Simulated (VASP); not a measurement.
Input of a VASP 6.6.1 run:

File INCAR:

```
SYSTEM = TaN
PREC     = Accurate       ! precision mode
ENCUT    = 520            ! plane-wave cutoff, eV
EDIFF    = 1E-7           ! SCF threshold, eV
ISMEAR   = -1             ! smearing method
SIGMA    = 0.05           ! smearing width, eV
LREAL    = .FALSE.        ! projectors in reciprocal space
LASPH    = .TRUE.         ! aspherical terms in the spheres
NELM     = 60             ! most SCF steps
ALGO     = Normal         ! electronic algorithm
ISIF     = 2              ! what is computed and relaxed
LWAVE    = .FALSE.        ! write WAVECAR
LCHARG   = .FALSE.        ! write CHGCAR
GGA      = CA             ! functional
NBANDS   = 15             ! bands
```

Contents of KPOINTS:

```
Automatic mesh
0
G
  10 10 10
  0 0 0
```

File POSCAR:

```
TaN
1.0
    0.0000000000      2.2259679500      2.2259679500
    2.2259679500      0.0000000000      2.2259679500
    2.2259679500      2.2259679500      0.0000000000
Ta N
1 1
Direct
    0.5000000000      0.5000000000      0.5000000000
    0.0000000000      0.0000000000      0.0000000000
```

Potentials or basis: VASP PAW LDA potentials, release 64 (Ta_pv, N).

Launch:

```sh
$ cat potpaw_LDA.64/Ta_pv/POTCAR potpaw_LDA.64/N/POTCAR > POTCAR
$ mpirun -np 1 vasp_std > vasp.out
```

Predict the band gap on the k mesh.

zero (band 8 reaches 10.74 eV, above the bottom of band 9 at 6.94 eV).

Estimate the pressure.

-21.3 GPa.

Caveat: spin-orbit coupling is left out, which moves the levels of the heavy elements.
